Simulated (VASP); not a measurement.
Here is a VASP 6.6.1 calculation.

File INCAR:

```
PREC = Accurate
ENCUT = 600
EDIFF = 1E-6
ISMEAR = 0
SIGMA = 0.05
LREAL = F
LASPH = T
NELM = 200
ALGO = Normal
ISIF = 2
LWAVE = F
LCHARG = F
ISPIN = 2
MAGMOM = 7 0
LORBIT = 11
LMAXMIX = 6
LDAU = T
LDAUTYPE = 1
LDAUL = 3 -1
LDAUU = 8 0
LDAUJ = 0.9 0
LDAUPRINT = 1
GGA = CA
NBANDS = 22
GGA_COMPAT = F
```

KPOINTS

```
regular mesh
0
Gamma
  6 6 6
```

POSCAR

```
EuS
1.0
    0.0000000000      2.9785018700      2.9785018700
    2.9785018700      0.0000000000      2.9785018700
    2.9785018700      2.9785018700      0.0000000000
Eu S
1 1
Direct
    0.5000000000      0.5000000000      0.5000000000
    0.0000000000      0.0000000000      0.0000000000
```

Potentials or basis: VASP PAW PBE potentials, release 64 (Eu, S).

Launch:

```console
$ cat potpaw_PBE.64/Eu/POTCAR potpaw_PBE.64/S/POTCAR > POTCAR
$ mpirun -np 1 vasp_std > vasp.out
```

Question: What does it give for the band gap on the k mesh?

Answer: 0.55 eV, indirect (least direct gap 0.88 eV).

Question: Predict the site moments.

Answer: Eu +6.75; S -0.05 μB.

Eigenvalues of the final occupation matrices:
| site | spin | trace | eigenvalues |
| --- | --- | --- | --- |
| site 1 f | 1 | 6.83 | 0.98 0.98 0.98 0.98 0.98 0.98 0.98 |
| site 1 f | 2 | 0.01 | 0.00 0.00 0.00 0.00 0.00 0.00 0.00 |

Caveat: spin-orbit coupling is left out, which moves the levels of the heavy elements; a cell with one magnetic atom can't hold antiferromagnetic order, which such compounds often take. The state reached can hang on the start; a lower one may exist.
